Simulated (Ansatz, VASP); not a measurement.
NaCl: VASP beside Ansatz

File INCAR:

```
SYSTEM = NaCl
  PREC = Accurate
  ENCUT = 520
  EDIFF = 1E-6
  ISMEAR = 0
  SIGMA = 0.05
  LREAL = .False.
  LASPH = .True.
  NELM = 100
  ALGO = Normal
  ISIF = 2
  LWAVE = .False.
  LCHARG = .False.
  GGA = PE
  NBANDS = 14
```

KPOINTS

```
Automatic mesh
0
Gamma
  8 8 8
  0 0 0
```

Contents of POSCAR:

```
NaCl
1.0
    0.0000000000      2.8883850000      2.8317500000
    2.8317500000      0.0000000000      2.8317500000
    2.8317500000      2.8883850000      0.0000000000
Na Cl
1 1
Direct
    0.0000000000      0.0000000000      0.0000000000
    0.5000000000      0.5000000000      0.5000000000
```

Input for Ansatz:

```yaml
crystal:
  lattice:
    - [0.0, 2.888385, 2.83175]
    - [2.83175, 0.0, 2.83175]
    - [2.83175, 2.888385, 0.0]
  atoms:
    - { symbol: Na, position: [0.0, 0.0, 0.0] }
    - { symbol: Cl, position: [0.5, 0.5, 0.5] }
basis:
  ecutwfc: 420
kpoints:
  mp_grid: { grid: [8, 8, 8] }
hamiltonian:
  xc: pbe
scf:
  occupations: { method: gaussian, width: 0.05 }
output:
  forces: true
  stress: true
  eigenvalues: true
```

Change from the starting cell: strain +0.0200 x Voigt [0, 1, 0, 0, 0, 0], atoms carried along.

Alike in both runs: task single point; functional PBE; k mesh 8 × 8 × 8; occupations gaussian, width 0.05 eV; no spin polarisation.

|  | VASP | Ansatz |
| --- | --- | --- |
| version | VASP 6.6.1 | Ansatz 0.2.0 |
| potentials or method | VASP PAW PBE potentials, release 64 (Na_pv, Cl), cutoff 520 eV | scalar-relativistic, plane waves, PAW |
| valence electrons in the cell | 14 | 16 |

Ansatz gave:

| Quantity | Value |
| --- | --- |
| gap on the k mesh at the Fermi level (eV) | 4.98 |
| least direct gap on the mesh (eV) | 4.98 |
| pressure (GPa) | 0.0 |
| traceless stress, the component that is largest in VASP (GPa) | -0.44 |

**Question.** Which values does VASP return?

**Answer.** gap on the k mesh at the Fermi level (eV): 4.98; least direct gap on the mesh (eV): 4.98; pressure (GPa): -0.1; traceless stress, the component that is largest in VASP (GPa): -0.45.

VASP's potentials hold 14 valence electrons a cell and Ansatz's 16, so a difference there can come from the potentials and not from the codes.
